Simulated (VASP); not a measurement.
# MoSe (F-43m) in VASP: a series of runs

MoSe is run at these levels: r2SCAN; tasks: single point.

Program: VASP 6.6.1. These are calculated values, not measurements. Logs are shortened: lines on timing, memory, paths and dates and some standing lists are left out, and cuts for length are marked.

### 1 The cell of the first run

It takes space group F-43m (No. 216, cubic). The conventional cell has a = 5.663 Å, b = 5.663 Å, c = 5.663 Å, α = 90.00°, β = 90.00°, γ = 90.00°. Within 3.2 Å of Mo (site symmetry -43m) lie 4 Se at 2.45 Å. Se (site symmetry -43m) has 4 Mo at 2.45 Å within 3.2 Å.

### 2 Single point, r2SCAN, collinear spin

POSCAR reads:

```
MoSe
1.0
    0.0000000000      2.8314484773      2.8314484773
    2.8314484773      0.0000000000      2.8314484773
    2.8314484773      2.8314484773      0.0000000000
Mo Se
1 1
Direct
    0.0000000000      0.0000000000      0.0000000000
    0.2500000000      0.2500000000      0.2500000000
```

INCAR.step1 reads:

```
SYSTEM = MoSe
PREC = Accurate ; ENCUT = 520
ISMEAR = 1 ; SIGMA = 0.005
LREAL = .False. ; LASPH = .True.
NELM = 150 ; ISPIN = 2
MAGMOM = 3 0 ; LMAXMIX = 4
NBANDS = 21 ; GGA = PE
ALGO = Normal ; EDIFF = 1E-4
LWAVE = .True. ; LCHARG = .False.
```

INCAR.step2 reads:

```
SYSTEM = MoSe
PREC = Accurate ; ENCUT = 520
EDIFF = 1E-6 ; ISMEAR = 1
SIGMA = 0.005 ; LREAL = .False.
LASPH = .True. ; NELM = 150
ALGO = Normal ; ISIF = 2
LWAVE = .False. ; LCHARG = .False.
ISPIN = 2 ; MAGMOM = 3 0
LORBIT = 11 ; LMAXMIX = 4
METAGGA = R2SCAN ; LMIXTAU = .True.
NBANDS = 21 ; ISTART = 1
```

KPOINTS reads:

```
Automatic mesh
0
Gamma
  10 10 10
  0 0 0
```

Potentials or basis: VASP PAW PBE potentials, release 64 (Mo_sv, Se).

On the command line:

```sh
$ cat potpaw_PBE.64/Mo_sv/POTCAR potpaw_PBE.64/Se/POTCAR > POTCAR
$ cp INCAR.step1 INCAR
$ mpirun -np 1 vasp_std > vasp.out
$ cp INCAR.step2 INCAR
$ mpirun -np 1 vasp_std > vasp.out
```

OUTCAR:

```text
SYSTEM = MoSe
   PREC = Accurate
   ENCUT = 520
   EDIFF = 1E-6
   ISMEAR = 1
   LREAL = .False.
   LASPH = .True.
   NELM = 150
   ISIF = 2
   ISPIN = 2
   LORBIT = 11
   METAGGA = R2SCAN
   ISTART = 1

 ion  position               nearest neighbor table
   1  0.000  0.000  0.000-   2 2.45   2 2.45   2 2.45   2 2.45
   2  0.250  0.250  0.250-   1 2.45   1 2.45   1 2.45   1 2.45

  LATTYP: Found a face centered cubic cell.
 ALAT       =     5.6628969546

  Lattice vectors:

 A1 = (   0.0000000000,   2.8314484773,   2.8314484773)
 A2 = (   2.8314484773,   0.0000000000,   2.8314484773)
 A3 = (   2.8314484773,   2.8314484773,   0.0000000000)

Analysis of symmetry for initial positions (statically):
=====================================================================
 Subroutine PRICEL returns:
 Original cell was already a primitive cell.

 Routine SETGRP: Setting up the symmetry group for a
 face centered cubic supercell.

 Subroutine GETGRP returns: Found 24 space group operations
 (whereof 24 operations were pure point group operations)
 out of a pool of 48 trial point group operations.

The static configuration has the point symmetry T_d .

Analysis of symmetry for dynamics (positions and initial velocities):
=====================================================================
 Subroutine PRICEL returns:
 Original cell was already a primitive cell.

 Routine SETGRP: Setting up the symmetry group for a
 face centered cubic supercell.

 Subroutine GETGRP returns: Found 24 space group operations
 (whereof 24 operations were pure point group operations)
 out of a pool of 48 trial point group operations.

The dynamic configuration has the point symmetry T_d .

Analysis of structural, dynamic, and magnetic symmetry:
=====================================================================
 Subroutine PRICEL returns:
 Original cell was already a primitive cell.

 Routine SETGRP: Setting up the symmetry group for a
 face centered cubic supercell.

 Subroutine GETGRP returns: Found 24 space group operations
 (whereof 24 operations were pure point group operations)
 out of a pool of 48 trial point group operations.

The overall configuration has the point symmetry T_d .

 Subroutine INISYM returns: Found 24 space group operations
 (whereof 24 operations are pure point group operations),
 and found     1 'primitive' translations

----------------------------------------------------------------------------------------

                                     Primitive cell
[... 114 lines left out ...]
  Thomas-Fermi vector in A             =   2.379872
   LORBIT       =     11    0 simple, 1 ext, 2 COOP (PROOUT), +10 PAW based schemes
   METAGGA = R2SCAN    functional components
   LHFCALC =     F    Hartree Fock is set to
   AEXX    =    0.0000 exact exchange contribution
   IVDW    =     0    specifies the selected vdW correction
   LEPSILON=     F    determine dielectric tensor
   LRPA    =     F    only Hartree local field effects (RPA)
 spin polarized calculation
 Methfessel and Paxton  Order N= 1 SIGMA  =   0.01
  energy-cutoff  :      520.00
  volume of cell :       45.40
 maximum number of plane-waves:      1243
 NGX is ok and might be reduce to    30
   NGX = 15   NGY = 15   NGZ = 15

 number of electron      19.9999999 magnetization       1.2779732

 Free energy of the ion-electron system (eV)
  ---------------------------------------------------
  ext. energy  EPLUGINS =         0.00000000
  ---------------------------------------------------
  free energy    TOTEN  =       -39.66970361 eV

  energy without entropy =      -39.66969146  energy(sigma->0) =      -39.66969956

 E-fermi :   6.4698     XC(G=0): -10.8842

 val. band max:        6.4672625945   @ k =   0.5000   0.2000   0.1000
 cond. band min:       6.4893265090   @ k =   0.5000   0.3000   0.1000
 fundamental gap:      0.0220639144
 Fermi energy:         6.4697993869

 spin component 1

 k-point     1 :       0.0000    0.0000    0.0000
  band No.  band energies     occupation
      1     -56.9793      1.00000
      2     -30.4666      1.00000
      3     -30.4666      1.00000
      4     -30.4666      1.00000
      5      -9.1361      1.00000
      6       0.9612      1.00000
[... 565 lines left out ...]
     20      22.1725      0.00000
     21      23.1044      0.00000

 [... further k-points ...]

 spin component 2

 k-point     1 :       0.0000    0.0000    0.0000
  band No.  band energies     occupation
      1     -56.0693      1.00000
      2     -29.4340      1.00000
      3     -29.4340      1.00000
      4     -29.4340      1.00000
      5      -9.1411      1.00000
      6       1.1554      1.00000
[... 565 lines left out ...]
     20      22.6557      0.00000
     21      23.4035      0.00000

 [... further k-points ...]

------------------------ aborting loop because EDIFF is reached ----------------------------------------

  FORCE on cell =-STRESS in cart. coord.  units (eV):
  Direction    XX          YY          ZZ          XY          YZ          ZX
  --------------------------------------------------------------------------------------
  -------------------------------------------------------------------------------------
  Total        0.0279723      0.0279723      0.0279723      0.0000000     -0.0000000      0.0000000
  in kB        0.9871476      0.9871476      0.9871476      0.0000000     -0.0000000      0.0000000
  external PRESSURE =       0.9871476 kB  Pullay stress =       0.0000000 kB

 VOLUME and BASIS-vectors are now :
 -----------------------------------------------------------------------------
  energy-cutoff  :      520.00
  volume of cell :       45.40
      direct lattice vectors                 reciprocal lattice vectors
     0.000000000  2.831448477  2.831448477    -0.176588062  0.176588062  0.176588062
     2.831448477  0.000000000  2.831448477     0.176588062 -0.176588062  0.176588062
     2.831448477  2.831448477  0.000000000     0.176588062  0.176588062 -0.176588062

 POSITION                                       TOTAL-FORCE (eV/Angst)
 -----------------------------------------------------------------------------------
      0.00000      0.00000      0.00000        -0.000000     -0.000000     -0.000000
      1.41572      1.41572      1.41572         0.000000      0.000000      0.000000
 -----------------------------------------------------------------------------------
    total drift:                                0.000000      0.000000     -0.000000

  FREE ENERGIE OF THE ION-ELECTRON SYSTEM (eV)
  ---------------------------------------------------
  free  energy   TOTEN  =       -39.6697036064 eV

  energy  without entropy=      -39.6696914617  energy(sigma->0) =      -39.66969956

 total charge

# of ion       s       p       d       tot
------------------------------------------
    1        2.257   6.107   4.041  12.404
    2        1.424   2.469   0.135   4.028
--------------------------------------------------
tot          3.681   8.575   4.176  16.432

 magnetization (x)

# of ion       s       p       d       tot
------------------------------------------
    1        0.034   0.013   1.122   1.169
    2       -0.004  -0.040   0.018  -0.026
--------------------------------------------------
tot          0.030  -0.027   1.140   1.143
```

It took 9.5 min on 1 thread of Intel Xeon 8259CL, shared host; peak memory 0.24 GiB.

Results:

| Item | Value |
| --- | --- |
| Free energy | -39.6697 eV |
| Pressure | 0.1 GPa |
| Net moment | 1.28 μB per cell |
| Site moments | Mo +1.17; Se -0.03 μB |
| Valence electrons inside the program's atomic spheres | Mo 12.40; Se 4.03 |

Caveat: the PAW data sets were made with another functional, which shifts forces and pressure a little.

### 3 Single point, r2SCAN, collinear spin

POSCAR is that of step 2.

INCAR.step1 reads:

```
  PREC = Accurate
  ENCUT = 520
  ISMEAR = 0
  SIGMA = 0.05
  LREAL = False
  LASPH = True
  NELM = 150
  ISPIN = 2
  MAGMOM = 3 0
  LMAXMIX = 4
  NBANDS = 21
  GGA = PE
  ALGO = Normal
  EDIFF = 1E-4
  LWAVE = True
  LCHARG = False
```

INCAR.step2 reads:

```
  PREC = Accurate
  ENCUT = 520
  EDIFF = 1E-7
  ISMEAR = 0
  SIGMA = 0.05
  LREAL = False
  LASPH = True
  NELM = 150
  ALGO = Normal
  ISIF = 2
  LWAVE = False
  LCHARG = False
  ISPIN = 2
  MAGMOM = 3 0
  LORBIT = 11
  LMAXMIX = 4
  METAGGA = R2SCAN
  LMIXTAU = True
  NBANDS = 21
  ISTART = 1
```

KPOINTS reads:

```
Automatic mesh
0
Gamma
  10 10 10
```

Potentials or basis: VASP PAW PBE potentials, release 64 (Mo_sv, Se).

On the command line:

```sh
$ cat potpaw_PBE.64/Mo_sv/POTCAR potpaw_PBE.64/Se/POTCAR > POTCAR
$ cp INCAR.step1 INCAR
$ mpirun -np 1 vasp_std > vasp.out
$ cp INCAR.step2 INCAR
$ mpirun -np 1 vasp_std > vasp.out
```

Wall time 11 min (1 thread of Intel Xeon 8259CL, shared host); peak memory 0.24 GiB.

The run converged. Its results:

```yaml
Free_energy: -39.6711 eV
Pressure: 0.1 GPa
Net_moment: 1.28 μB per cell
Site_moments: Mo +1.17; Se -0.03 μB
Valence_electrons_inside_the_program's_atomic_spheres: Mo 12.40; Se 4.03
```

Levels at points of the mesh, in eV from the Fermi level:
Spin up:
```csv
k point,band 9,band 10,band 11,band 12,band 13,band 14
"(0.00, 0.00, 0.00)",-1.69,-1.69,1.26,4.06,4.06,4.06
"(0.50, 0.00, 0.00)",-1.26,-1.26,-0.47,1.97,1.97,3.80
"(0.50, 0.50, 0.00)",-1.81,-0.97,-0.83,0.33,0.33,5.81
```
Spin down:
| k point | band 6 | band 7 | band 8 | band 9 | band 10 | band 11 | band 12 | band 13 |
| --- | --- | --- | --- | --- | --- | --- | --- | --- |
| (0.00, 0.00, 0.00) | -5.32 | -5.32 | -5.32 | 0.08 | 0.08 | 1.55 | 4.35 | 4.35 |
| (0.50, 0.00, 0.00) | -6.00 | -4.89 | -4.89 | 0.06 | 0.36 | 0.36 | 2.36 | 2.36 |
| (0.50, 0.50, 0.00) | -6.38 | -4.26 | -4.26 | -1.47 | 0.62 | 0.82 | 0.82 | 1.01 |

Caveat: the PAW data sets were made with another functional, which shifts forces and pressure a little.

(Continued in part 2 of 3.)
